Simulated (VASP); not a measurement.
# FeNi (Tetrataenite) (P4/mmm) in VASP: notebook, part 2 of 2

VASP 6.6.1. Earlier steps stand in the parts before.

## 4. Single point, PBEsol, collinear spin, ferromagnetic start

The input, INCAR:

```
  ALGO = Normal
  EDIFF = 1E-7
  ENCUT = 520
  GGA = PS
  ISIF = 2
  ISMEAR = 0
  ISPIN = 2
  LASPH = True
  LCHARG = True
  LELF = True
  LMAXMIX = 4
  LORBIT = 11
  LREAL = False
  LVHAR = True
  LWAVE = False
  MAGMOM = 2.34 0.38
  NBANDS = 20
  NELM = 150
  NUPDOWN = 2.4
  PREC = Accurate
  SIGMA = 0.1
```

The input, KPOINTS:

```
k-points
0
Gamma
  11 11 8
```

The input, POSCAR:

```
FeNi
1.0
    2.5330000000      0.0000000000      0.0000000000
    0.0000000000      2.5330000000      0.0000000000
    0.0000000000      0.0000000000      3.5820000000
Fe Ni
1 1
Direct
    0.0000000000      0.0000000000      0.0000000000
    0.5000000000      0.5000000000      0.5000000000
```

Command:

```console
$ cat potpaw_PBE.64/Fe/POTCAR potpaw_PBE.64/Ni/POTCAR > POTCAR
$ mpirun -np 1 vasp_std > vasp.out
```

Run time: 54 s. Hardware: 1 thread of AMD EPYC 9R45 (Zen 5), shared host; peak memory 0.17 GiB.

Results (log left out):

```
Free energy                                           : -14.9282 eV
Pressure                                              : -17.1 GPa
Net moment                                            : 2.40 μB per cell
Site moments                                          : Fe +2.12; Ni +0.30 μB
Valence electrons inside the program's atomic spheres : Fe 7.14; Ni 9.32
```

Stress tensor (GPa, compression positive):
```
-18.64   0.00   0.00
  0.00 -18.64   0.00
  0.00   0.00 -14.16
```

Caveat: the PAW data sets were made with another functional, which shifts forces and pressure a little; the total moment is fixed, so each spin has its own Fermi level.

## 5. Single point, PBEsol, collinear spin, ferromagnetic start

The input, INCAR:

```
ALGO = Normal
EDIFF = 1E-7
ENCUT = 520
GGA = PS
ISIF = 2
ISMEAR = 0
ISPIN = 2
LASPH = T
LCHARG = F
LMAXMIX = 4
LORBIT = 11
LREAL = F
LWAVE = F
MAGMOM = 3.1 0.91
NBANDS = 20
NELM = 150
NUPDOWN = 3.6
PREC = Accurate
SIGMA = 0.1
```

KPOINTS is that of step 4.

POSCAR is that of step 4.

Potentials or basis: VASP PAW PBE potentials, release 64 (Fe, Ni).

Command:

```console
$ cat potpaw_PBE.64/Fe/POTCAR potpaw_PBE.64/Ni/POTCAR > POTCAR
$ mpirun -np 1 vasp_std > vasp.out
```

OUTCAR:

```text
EDIFF = 1E-7
   ENCUT = 520
   GGA = PS
   ISIF = 2
   ISMEAR = 0
   ISPIN = 2
   LASPH = T
   LORBIT = 11
   LREAL = F
   NELM = 150
   NUPDOWN = 3.6
   PREC = Accurate

 ion  position               nearest neighbor table
   1  0.000  0.000  0.000-   2 2.53   2 2.53   2 2.53   2 2.53   2 2.53   2 2.53   2 2.53   2 2.53

   2  0.500  0.500  0.500-   1 2.53   1 2.53   1 2.53   1 2.53   1 2.53   1 2.53   1 2.53   1 2.53

  LATTYP: Found a simple tetragonal cell.
 ALAT       =     2.5330000000
 C/A-ratio  =     1.4141334386
[... 1323 lines left out ...]
  external PRESSURE =     -89.8094200 kB  Pullay stress =       0.0000000 kB

 VOLUME and BASIS-vectors are now :
 -----------------------------------------------------------------------------
  energy-cutoff  :      520.00
  volume of cell :       22.98
      direct lattice vectors                 reciprocal lattice vectors
     2.533000000  0.000000000  0.000000000     0.394788788  0.000000000  0.000000000
     0.000000000  2.533000000  0.000000000     0.000000000  0.394788788  0.000000000
     0.000000000  0.000000000  3.582000000     0.000000000  0.000000000  0.279173646

 POSITION                                       TOTAL-FORCE (eV/Angst)
 -----------------------------------------------------------------------------------
      0.00000      0.00000      0.00000         0.000000      0.000000      0.000000
      1.26650      1.26650      1.79100         0.000000      0.000000      0.000000
 -----------------------------------------------------------------------------------
    total drift:                               -0.000000      0.000000      0.000000

  FREE ENERGIE OF THE ION-ELECTRON SYSTEM (eV)
  ---------------------------------------------------
  free  energy   TOTEN  =       -15.0664622784 eV

  energy  without entropy=      -15.0610021065  energy(sigma->0) =      -15.06373219

 total charge

# of ion       s       p       d       tot
------------------------------------------
    1        0.474   0.501   6.147   7.122
    2        0.515   0.521   8.293   9.329
--------------------------------------------------
tot          0.989   1.022  14.441  16.452

 magnetization (x)

# of ion       s       p       d       tot
------------------------------------------
    1        0.005  -0.006   2.811   2.810
    2       -0.021  -0.048   0.843   0.774
--------------------------------------------------
tot         -0.015  -0.054   3.653   3.584
```

stdout:

```text
POSCAR found type information on POSCAR FeNi
 POSCAR found :  2 types and       2 ions
 scaLAPACK will be used
 -----------------------------------------------------------------------------
|                                                                             |
|                                                                             |
|     You enforced a specific xc type in the INCAR file but a different       |
|     I HOPE YOU KNOW WHAT YOU ARE DOING!                                     |
|                                                                             |
 -----------------------------------------------------------------------------

 LDA part: xc-table for (Slater+PW92), standard interpolation
 POSCAR, INCAR and KPOINTS ok, starting setup
 FFT: planning ... GRIDC
 FFT: planning ... GRID_SOFT
 FFT: planning ... GRID
 WAVECAR not read
 entering main loop
```

It took 52 s on 1 thread of AMD EPYC 9R45 (Zen 5), shared host; peak memory 0.17 GiB.

Results:

| Quantity | Value |
| --- | --- |
| Free energy | -15.0665 eV |
| Pressure | -9.0 GPa |
| Net moment | 3.60 μB per cell |
| Site moments | Fe +2.81; Ni +0.77 μB |
| Valence electrons inside the program's atomic spheres | Fe 7.12; Ni 9.33 |

Caveat: the PAW data sets were made with another functional, which shifts forces and pressure a little; the total moment is fixed, so each spin has its own Fermi level.

## 6. Single point, PBEsol, collinear spin, ferromagnetic start

The input, INCAR:

```
SYSTEM = FeNi
PREC = Accurate
ENCUT = 520
EDIFF = 1E-6
ISMEAR = 0
SIGMA = 0.1
LREAL = .False.
LASPH = .True.
NELM = 150
ALGO = Normal
ISIF = 2
LWAVE = .False.
LCHARG = .False.
ISPIN = 2
MAGMOM = 3.68 1.42
LORBIT = 11
NUPDOWN = 4.8
LMAXMIX = 4
GGA = PS
NBANDS = 20
```

The input, KPOINTS:

```
regular mesh
0
Gamma
  11 11 8
  0 0 0
```

POSCAR is that of step 5.

Potentials or basis: VASP PAW PBE potentials, release 64 (Fe, Ni).

Command:

```console
$ cat potpaw_PBE.64/Fe/POTCAR potpaw_PBE.64/Ni/POTCAR > POTCAR
$ mpirun -np 1 vasp_std > vasp.out
```

It took 51 s on 1 thread of AMD EPYC 9R45 (Zen 5), shared host; peak memory 0.17 GiB.

It converged, with:

```
Free energy                                           : -14.0814 eV
Pressure                                              : 5.9 GPa
Net moment                                            : 4.80 μB per cell
Site moments                                          : Fe +3.38; Ni +1.26 μB
Valence electrons inside the program's atomic spheres : Fe 7.09; Ni 9.32
```

Stress tensor (GPa, compression positive):
```
 8.97  0.00  0.00
 0.00  8.97  0.00
 0.00  0.00 -0.11
```

Caveat: the PAW data sets were made with another functional, which shifts forces and pressure a little; the total moment is fixed, so each spin has its own Fermi level.

## 7. Single point, PBEsol, collinear spin, ferromagnetic start

The input, INCAR:

```
SYSTEM = FeNi
ALGO = Normal ; EDIFF = 1E-7
ENCUT = 520 ; GGA = PS
ISIF = 2 ; ISMEAR = 0
ISPIN = 2 ; LASPH = .TRUE.
LCHARG = .FALSE. ; LMAXMIX = 4
LORBIT = 11 ; LREAL = .FALSE.
LWAVE = .FALSE. ; MAGMOM = 4.18 1.88
NBANDS = 20 ; NELM = 150
NUPDOWN = 6.0 ; PREC = Accurate
SIGMA = 0.1
```

The input, KPOINTS:

```
k-points
0
G
  11 11 8
  0 0 0
```

POSCAR is that of step 6.

Command:

```console
$ cat potpaw_PBE.64/Fe/POTCAR potpaw_PBE.64/Ni/POTCAR > POTCAR
$ mpirun -np 1 vasp_std > vasp.out
```

Run time: 61 s. Hardware: 1 thread of AMD EPYC 9R45 (Zen 5), shared host; peak memory 0.16 GiB.

The run converged. Its results:

| Quantity | Value |
| --- | --- |
| Free energy | -11.5594 eV |
| Pressure | 28.5 GPa |
| Net moment | 6.00 μB per cell |
| Site moments | Fe +3.93; Ni +1.75 μB |
| Valence electrons inside the program's atomic spheres | Fe 7.06; Ni 9.30 |

Stress tensor (GPa, compression positive):
```
33.00  0.00  0.00
 0.00 33.00  0.00
 0.00  0.00 19.45
```

Caveat: the PAW data sets were made with another functional, which shifts forces and pressure a little; the total moment is fixed, so each spin has its own Fermi level.

## 8. Summary

```tsv
spin	fixed moment (μB)	pressure (GPa)	moment (μB)
collinear, zero start	0.0	-25.8	0.00
collinear, ferrimagnetic start	1.2	-21.7	1.20
collinear, ferromagnetic start	2.4	-17.1	2.40
collinear, ferromagnetic start	3.6	-9.0	3.60
collinear, ferromagnetic start	4.8	5.9	4.80
collinear, ferromagnetic start	6.0	28.5	6.00
```

Alike in all rows: task single point; level PBEsol; potentials or basis VASP PAW PBE potentials, release 64 (Fe, Ni); cell as given; k mesh 11 × 11 × 8; cutoff (eV) 520; smearing gaussian 0.1 eV.

Caveats: the PAW data sets were made with another functional, which shifts forces and pressure a little; the total moment is fixed, so each spin has its own Fermi level.

Absolute energies hang on the potentials; compare differences alone.
